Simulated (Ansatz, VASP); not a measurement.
## Two plane-wave programs on Mg

File INCAR:

```
PREC = Accurate
ENCUT = 520
EDIFF = 1E-7
ISMEAR = 0
SIGMA = 0.05
LREAL = False
LASPH = True
NELM = 80
ALGO = Normal
ISIF = 2
LWAVE = False
LCHARG = False
GGA = PE
NBANDS = 9
```

File KPOINTS:

```
Automatic mesh
0
Gamma
  16 16 8
```

The input POSCAR:

```
Mg
1.0
    3.2051279890      0.0000000000      0.0000000000
   -1.6025639945      2.7757222609      0.0000000000
    0.0000000000      0.0000000000      5.1592827817
Mg
2
Direct
    0.3333333333      0.6666666667      0.7500000000
    0.6666666667      0.3333333333      0.2500000000
```

Input for Ansatz:

```yaml
crystal:
  lattice:
    - [3.205127989, 0.0, 0.0]
    - [-1.6025639945, 2.7757222609, 0.0]
    - [0.0, 0.0, 5.1592827817]
  atoms:
    - { symbol: Mg, position: [0.3333333333, 0.6666666667, 0.75] }
    - { symbol: Mg, position: [0.6666666667, 0.3333333333, 0.25] }
basis:
  ecutwfc: 420
  ecutrho_ratio: 4
kpoints:
  mp_grid: { grid: [16, 16, 8] }
  band_path:
    path:
      - [[0.0, 0.0, 0.0], [0.5, 0.0, 0.0], [0.33333333, 0.33333333, 0.0], [0.0, 0.0, 0.0], [0.0, 0.0, 0.5], [0.5, 0.0, 0.5], [0.33333333, 0.33333333, 0.5], [0.0, 0.0, 0.5]]
      - [[0.5, 0.0, 0.5], [0.5, 0.0, 0.0]]
      - [[0.33333333, 0.33333333, 0.5], [0.33333333, 0.33333333, 0.0]]
    npoints: 14
hamiltonian:
  xc: pbe
scf:
  occupations: { method: gaussian, width: 0.05 }
  n_extra_bands: 13
output:
  forces: true
  stress: true
  eigenvalues: true
  populations: true
  dos: { projected: true, de: 0.02, nscf_kmesh: { grid: [24, 24, 12] } }
  bader: true
```

Alike in both runs: task single point; functional PBE; k mesh 16 × 16 × 8; occupations gaussian, width 0.05 eV; no spin polarisation.

```csv
,VASP,Ansatz
version,VASP 6.6.1,Ansatz 0.2.0
potentials or method,"VASP PAW PBE potentials, release 64 (Mg), cutoff 520 eV","scalar-relativistic, plane waves, PAW"
valence electrons in the cell,4,20
```

|  | VASP | Ansatz | Ansatz less VASP |
| --- | --- | --- | --- |
| gap on the k mesh at the Fermi level (eV) | none | none | - |
| pressure (GPa) | -0.1 | 0.0 | +0.13 |

A gap of «none» marks a metal or a gap that the smearing closes. VASP's potentials hold 4 valence electrons a cell and Ansatz's 20, so a difference there can come from the potentials and not from the codes.
